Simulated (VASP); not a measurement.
# SnO (Cmc2_1) in VASP: electric field gradients with PBE

Aim: the electric field gradients of SnO with PBE.

Program: VASP 6.6.1. These are calculated values, not measurements. Logs are shortened: lines on timing, memory, paths and dates and some standing lists are left out, and cuts for length are marked.

**1. The cell of the first run**

It takes space group Cmc2_1 (No. 36, orthorhombic). The conventional cell has a = 5.000 Å, b = 5.720 Å, c = 11.120 Å, α = 90.00°, β = 90.00°, γ = 90.00°. Sn (site symmetry m) has 4 O at 2.15 to 2.53 Å within 2.8 Å. Sn (site symmetry m) has 2 O at 1.99 Å within 2.6 Å. O (site symmetry 1) has 1 O at 1.80 Å and 2 Sn at 1.99 to 2.15 Å within 2.4 Å.

**2. Electric field gradients, PBE**

INCAR

```
PREC = Accurate ; ENCUT = 520
EDIFF = 1E-8 ; ISMEAR = -1
SIGMA = 0.02 ; LREAL = F
LASPH = T ; NELM = 100
ALGO = Normal ; ISIF = 2
LWAVE = F ; LCHARG = F
GGA = PE ; LEFG = T
NBANDS = 50
```

KPOINTS

```
regular mesh
0
Gamma
  8 8 3
```

POSCAR

```
SnO
1.0
    2.5000000000     -2.8600000000      0.0000000000
    2.5000000000      2.8600000000      0.0000000000
    0.0000000000      0.0000000000     11.1200000000
Sn O
4 4
Direct
    0.0000000000      0.0000000000      0.0000000000
    0.0000000000      0.0000000000      0.5000000000
    0.5590000000      0.4410000000      0.2540000000
    0.4410000000      0.5590000000      0.7540000000
    0.9300000000      0.4300000000      0.3800000000
    0.0700000000      0.5700000000      0.8800000000
    0.5700000000      0.0700000000      0.3800000000
    0.4300000000      0.9300000000      0.8800000000
```

Potentials or basis: VASP PAW PBE potentials, release 64 (Sn_d, O).

On the command line:

```
$ cat potpaw_PBE.64/Sn_d/POTCAR potpaw_PBE.64/O/POTCAR > POTCAR
$ mpirun -np 1 vasp_std > vasp.out
```

OUTCAR:

```text
PREC = Accurate
   ENCUT = 520
   EDIFF = 1E-8
   ISMEAR = -1
   LREAL = F
   LASPH = T
   NELM = 100
   ISIF = 2
   GGA = PE

 ion  position               nearest neighbor table
   1  0.000  0.000  0.000-   6 2.15   8 2.15   6 2.53   8 2.53   4 3.72   4 3.72   4 3.72
   2  0.000  0.000  0.500-   5 2.15   7 2.15   7 2.53   5 2.53   3 3.72   3 3.72   3 3.72
   3  0.559  0.441  0.254-   5 1.99   7 1.99   7 2.77   5 2.77   2 3.72   2 3.72   2 3.72
   4  0.441  0.559  0.754-   6 1.99   8 1.99   6 2.77   8 2.77   1 3.72   1 3.72   1 3.72
   5  0.930  0.430  0.380-   7 1.80   3 1.99   2 2.15   2 2.53   3 2.77
   6  0.070  0.570  0.880-   8 1.80   4 1.99   1 2.15   1 2.53   4 2.77
   7  0.570  0.070  0.380-   5 1.80   3 1.99   2 2.15   2 2.53   3 2.77
   8  0.430  0.930  0.880-   6 1.80   4 1.99   1 2.15   1 2.53   4 2.77

  LATTYP: Found a base centered orthorhombic cell.
 ALAT       =     5.0000000000
 B/A-ratio  =     1.1440000000
 C/A-ratio  =     2.2240000000

  Lattice vectors:

 A1 = (   2.5000000000,  -2.8600000000,   0.0000000000)
 A2 = (   2.5000000000,   2.8600000000,   0.0000000000)
 A3 = (   0.0000000000,   0.0000000000,  11.1200000000)

Analysis of symmetry for initial positions (statically):
=====================================================================
 Subroutine PRICEL returns:
 Original cell was already a primitive cell.

 Routine SETGRP: Setting up the symmetry group for a
 base centered orthorhombic supercell.

 Subroutine GETGRP returns: Found  4 space group operations
 (whereof  2 operations were pure point group operations)
 out of a pool of  8 trial point group operations.

The static configuration has the point symmetry C_1h.
 The point group associated with its full space group is C_2v.

Analysis of symmetry for dynamics (positions and initial velocities):
=====================================================================
 Subroutine PRICEL returns:
 Original cell was already a primitive cell.

 Routine SETGRP: Setting up the symmetry group for a
 base centered orthorhombic supercell.

 Subroutine GETGRP returns: Found  4 space group operations
 (whereof  2 operations were pure point group operations)
 out of a pool of  8 trial point group operations.

The dynamic configuration has the point symmetry C_1h.
 The point group associated with its full space group is C_2v.

 Subroutine INISYM returns: Found  4 space group operations
 (whereof  2 operations are pure point group operations),
 and found     1 'primitive' translations

----------------------------------------------------------------------------------------

                                     Primitive cell

  volume of cell :     159.0160

  direct lattice vectors                    reciprocal lattice vectors
     2.500000000 -2.860000000  0.000000000     0.200000000 -0.174825175  0.000000000
     2.500000000  2.860000000  0.000000000     0.200000000  0.174825175  0.000000000
     0.000000000  0.000000000 11.120000000     0.000000000  0.000000000  0.089928058

  length of vectors
     3.798631332  3.798631332 11.120000000     0.265638555  0.265638555  0.089928058

  position of ions in fractional coordinates (direct lattice)
     0.000000000  0.000000000  0.000000000
     0.000000000  0.000000000  0.500000000
     0.559000000  0.441000000  0.254000000
     0.441000000  0.559000000  0.754000000
     0.930000000  0.430000000  0.380000000
     0.070000000  0.570000000  0.880000000
     0.570000000  0.070000000  0.380000000
     0.430000000  0.930000000  0.880000000

  ion indices of the primitive-cell ions
   primitive index   ion index
                 1           1
                 2           2
                 3           3
                 4           4
                 5           5
                 6           6
                 7           7
                 8           8

[... 69 lines left out ...]
   ENCUT  =  520.0 eV  38.22 Ry    6.18 a.u.   7.06  7.06 20.68*2*pi/ulx,y,z
   NELM   =    100;   NELMIN=  2; NELMDL= -5     # of ELM steps
   EDIFF  = 0.1E-07   stopping-criterion for ELM
   LREAL  =      F    real-space projection
   EDIFFG = 0.1E-06   stopping-criterion for IOM
   NSW    =      0    number of steps for IOM
   IBRION =     -1    ionic relax: 0-MD 1-quasi-New 2-CG
   NFREE  =      0    steps in history (QN), initial steepest desc. (CG)
   ISIF   =      2    stress and relaxation
   ISYM   =      2    0-nonsym 1-usesym 2-fastsym
   POTIM  = 0.5000    time-step for ionic-motion
   TEBEG  =    0.0;   TEEND  =   0.0 temperature during run
   PSTRESS=    0.0 pullay stress
   NELECT =      80.0000    total number of electrons
   NUPDOWN=      -1.0000    fix difference up-down
   EMIN   =  10.00;   EMAX   =-10.00  energy-range for DOS
   EFERMI =   0.00;   METHOD = LEGACY
   ISMEAR =    -1;   SIGMA  =   0.02  broadening in eV -4-tet -1-fermi 0-gaus
   EFERMI_NEDOS =   21; number of points for ismear=-14 and -15
   IALGO  =     38    algorithm
   IMIX   =      4    mixing-type and parameters
     AMIX     =   0.40;   BMIX     =  1.00
     AMIX_MAG =   1.60;   BMIX_MAG =  1.00
  volume/ion in A,a.u.               =      19.88       134.14
  Fermi-wavevector in a.u.,A,eV,Ry     =   1.302041  2.460500 23.066092  1.695310
  Thomas-Fermi vector in A             =   2.433135
   LORBIT       =      0    0 simple, 1 ext, 2 COOP (PROOUT), +10 PAW based schemes
   GGA     = PE    functional components
   LHFCALC =     F    Hartree Fock is set to
   AEXX    =    0.0000 exact exchange contribution
   IVDW    =     0    specifies the selected vdW correction
   LEPSILON=     F    determine dielectric tensor
   LRPA    =     F    only Hartree local field effects (RPA)
 non-spin polarized calculation
  energy-cutoff  :      520.00
  volume of cell :      159.02
 maximum number of plane-waves:      4328
   NGX = 15   NGY = 15   NGZ = 41

 number of electron      80.0000004 magnetization

 Free energy of the ion-electron system (eV)
  ---------------------------------------------------
  ext. energy  EPLUGINS =         0.00000000
  ---------------------------------------------------
  free energy    TOTEN  =       -37.82966016 eV

  energy without entropy =      -37.82470871  energy(sigma->0) =      -37.82718443

 E-fermi :   6.3346     XC(G=0):  -9.6260

 val. band max:        6.3284442042   @ k =  -0.3750   0.3750   0.3333
 cond. band min:       6.3477622816   @ k =  -0.2500   0.2500   0.0000
 fundamental gap:      0.0193180774
 Fermi energy:         6.3345718713

 k-point     1 :       0.0000    0.0000    0.0000
  band No.  band energies     occupation
      1     -16.4347      2.00000
      2     -16.4305      2.00000
      3     -16.0381      2.00000
      4     -16.0328      2.00000
      5     -15.8441      2.00000
      6     -15.8394      2.00000
[... 1261 lines left out ...]
     49      11.4593      0.00000
     50      11.7659      0.00000

 [... further k-points ...]
[... 5 lines left out ...]
  --------------------------------------------------------------------------------------
  -------------------------------------------------------------------------------------
  Total       30.3910645      0.3901699     -0.4462865      0.0000000      0.0000000      0.0000000
  in kB      306.2073919      3.9311850     -4.4965921      0.0000000      0.0000000      0.0000000
  external PRESSURE =     101.8806616 kB  Pullay stress =       0.0000000 kB

 VOLUME and BASIS-vectors are now :
 -----------------------------------------------------------------------------
  energy-cutoff  :      520.00
  volume of cell :      159.02
      direct lattice vectors                 reciprocal lattice vectors
     2.500000000 -2.860000000  0.000000000     0.200000000 -0.174825175  0.000000000
     2.500000000  2.860000000  0.000000000     0.200000000  0.174825175  0.000000000
     0.000000000  0.000000000 11.120000000     0.000000000  0.000000000  0.089928058

 POSITION                                       TOTAL-FORCE (eV/Angst)
 -----------------------------------------------------------------------------------
      0.00000      0.00000      0.00000         0.000000      0.945430     -1.007899
      0.00000      0.00000      5.56000         0.000000     -0.945430     -1.007899
      2.50000     -0.33748      2.82448         0.000000      2.246123     -1.203668
      2.50000      0.33748      8.38448         0.000000     -2.246123     -1.203668
      3.40000     -1.43000      4.22560         8.797036     -0.590794      1.105784
      1.60000      1.43000      9.78560        -8.797036      0.590794      1.105784
      1.60000     -1.43000      4.22560        -8.797036     -0.590794      1.105784
      3.40000      1.43000      9.78560         8.797036      0.590794      1.105784
 -----------------------------------------------------------------------------------
    total drift:                                0.000000     -0.000000      0.000754

  FREE ENERGIE OF THE ION-ELECTRON SYSTEM (eV)
  ---------------------------------------------------
  free  energy   TOTEN  =       -37.8296601558 eV

  energy  without entropy=      -37.8247087088  energy(sigma->0) =      -37.82718443

 Electric field gradients (V/A^2)
---------------------------------------------------------------------
 ion       V_xx      V_yy      V_zz      V_xy      V_xz      V_yz
---------------------------------------------------------------------
   1     120.604    21.280  -141.884    -0.000    -0.000   -66.627
   2     120.604    21.280  -141.884    -0.000    -0.000    66.627
   3     107.022    73.806  -180.828     0.000     0.000   234.726
   4     107.022    73.806  -180.828     0.000     0.000  -234.726
   5       0.402   -19.513    19.111    13.405     7.629   -37.385
   6       0.402   -19.513    19.111    13.405    -7.629    37.385
   7       0.402   -19.513    19.111   -13.405    -7.629   -37.385
   8       0.402   -19.513    19.111   -13.405     7.629    37.385
---------------------------------------------------------------------

 Electric field gradients after diagonalization (V/A^2)
 (convention: |V_zz| > |V_xx| > |V_yy|)
----------------------------------------------------------------------
 ion       V_xx      V_yy      V_zz     asymmetry (V_yy - V_xx)/ V_zz
----------------------------------------------------------------------
   1     120.604    45.030  -165.634       0.456
   2     120.604    45.030  -165.634       0.456
   3     213.521   107.022  -320.543       0.332
   4     213.521   107.022  -320.543       0.332
   5      41.883     5.383   -47.266       0.772
   6      41.883     5.383   -47.266       0.772
   7      41.883     5.383   -47.266       0.772
   8      41.883     5.383   -47.266       0.772
----------------------------------------------------------------------

           NMR quadrupolar parameters

 Cq : quadrupolar parameter    Cq=e*Q*V_zz/h
 eta: asymmetry parameters     (V_yy - V_xx)/ V_zz
 Q  : nuclear electric quadrupole moment in mb (millibarn)
----------------------------------------------------------------------
 ion       Cq(MHz)       eta       Q (mb)
----------------------------------------------------------------------
   1      -0.401       0.456       1.000
   2      -0.401       0.456       1.000
   3      -0.775       0.332       1.000
   4      -0.775       0.332       1.000
   5      -0.114       0.772       1.000
   6      -0.114       0.772       1.000
   7      -0.114       0.772       1.000
   8      -0.114       0.772       1.000
----------------------------------------------------------------------
```

It took 8.9 min on 1 thread of Intel Xeon Platinum 8259CL at 2.50GHz (Skylake/Cascade Lake), shared host; peak memory 0.39 GiB.

Results:

| Item | Value |
| --- | --- |
| Free energy | -37.8297 eV |
| Pressure | 10.2 GPa |
| Largest force | 8.886 eV/Å |
| Band gap on the k mesh | zero (band 40 reaches 6.39 eV, above the bottom of band 41 at 6.20 eV) |

Forces in eV/Å, atoms in the order of the input:
```
Sn   0.000  0.945 -1.008
Sn   0.000 -0.945 -1.008
Sn   0.000  2.246 -1.204
Sn   0.000 -2.246 -1.204
O    8.797 -0.591  1.106
O   -8.797  0.591  1.106
O   -8.797 -0.591  1.106
O    8.797  0.591  1.106
```

Electric field gradients, principal values (V/Å²):
| atom | least | middle | greatest (by size) |
| --- | --- | --- | --- |
| 1 Sn | 45.030 | 120.604 | -165.634 |
| 2 Sn | 45.030 | 120.604 | -165.634 |
| 3 Sn | 107.022 | 213.521 | -320.543 |
| 4 Sn | 107.022 | 213.521 | -320.543 |
| 5 O | 5.383 | 41.883 | -47.266 |
| 6 O | 5.383 | 41.883 | -47.266 |
| 7 O | 5.383 | 41.883 | -47.266 |
| 8 O | 5.383 | 41.883 | -47.266 |

Caveat: without QUAD_EFG the Cq values of the log hold for a quadrupole moment of 1 mb, not for the nuclei; spin-orbit coupling is left out, which moves the levels of the heavy elements; forces of over 1 eV/Å act on the atoms, so gaps and moduli don't describe the material at rest.
